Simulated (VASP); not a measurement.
A run of VASP 6.6.1 is set up as follows.

INCAR

```
SYSTEM = SbTe2O
  PREC = Accurate
  ENCUT = 600
  EDIFF = 1E-6
  ISMEAR = 0
  SIGMA = 0.1
  LREAL = .FALSE.
  LASPH = .TRUE.
  NELM = 100
  ALGO = Normal
  ISIF = 3
  LWAVE = .FALSE.
  LCHARG = .FALSE.
  GGA = PE
  IBRION = 2
  NSW = 100
  EDIFFG = -0.01
```

KPOINTS

```
Automatic mesh
0
G
  12 12 12
  0 0 0
```

File POSCAR:

```
SbTe2O
1.0
    5.6005100909      0.0000000000      0.0000000000
   -2.8002550455      4.8501840129      0.0000000000
    0.0000000000      0.0000000000      4.0373708045
Sb Te O
1 2 1
Direct
    0.0000000000      0.0000000000      0.0000000000
    0.3333333333      0.6666666667      0.0000000000
    0.6666666667      0.3333333333      0.0000000000
    0.0000000000      0.0000000000      0.5000000000
```

Potentials or basis: VASP PAW PBE potentials, release 64 (Sb, Te, O).

The run is started by

```bash
$ cat potpaw_PBE.64/Sb/POTCAR potpaw_PBE.64/Te/POTCAR potpaw_PBE.64/O/POTCAR > POTCAR
$ mpirun -np 1 vasp_std > vasp.out
```

Question: Predict the band gap on the k mesh.

Answer: Zero (an odd number of electrons rules out a gap without spin polarisation).

Question: What does it give for the space group after relaxing (to 0.1 Å)?

Answer: P6/mmm (No. 191).

Question: Estimate the relaxed volume.

Answer: 27.32 Å³/atom.

Question: Estimate the relaxed cell.

Answer: a = 5.587 Å, b = 5.587 Å, c = 4.042 Å, α = 90.00°, β = 90.00°, γ = 120.00°.

Final structure:
```cif
data_structure
_symmetry_space_group_name_H-M 'P 1'
_symmetry_Int_Tables_number 1
_cell_length_a 5.5870
_cell_length_b 5.5870
_cell_length_c 4.0418
_cell_angle_alpha 90.000
_cell_angle_beta 90.000
_cell_angle_gamma 120.000
_cell_volume 109.26
loop_
_atom_site_label
_atom_site_type_symbol
_atom_site_fract_x
_atom_site_fract_y
_atom_site_fract_z
_atom_site_occupancy
Sb1 Sb 0.00000 0.00000 0.00000 1
Te1 Te 0.33333 0.66667 0.00000 1
Te2 Te 0.66667 0.33333 0.00000 1
O1 O 0.00000 0.00000 0.50000 1
```

Caveat: spin-orbit coupling is left out, which moves the levels of the heavy elements; an odd number of electrons without spin polarisation forces a metal; a magnetic or distorted state may lie lower.
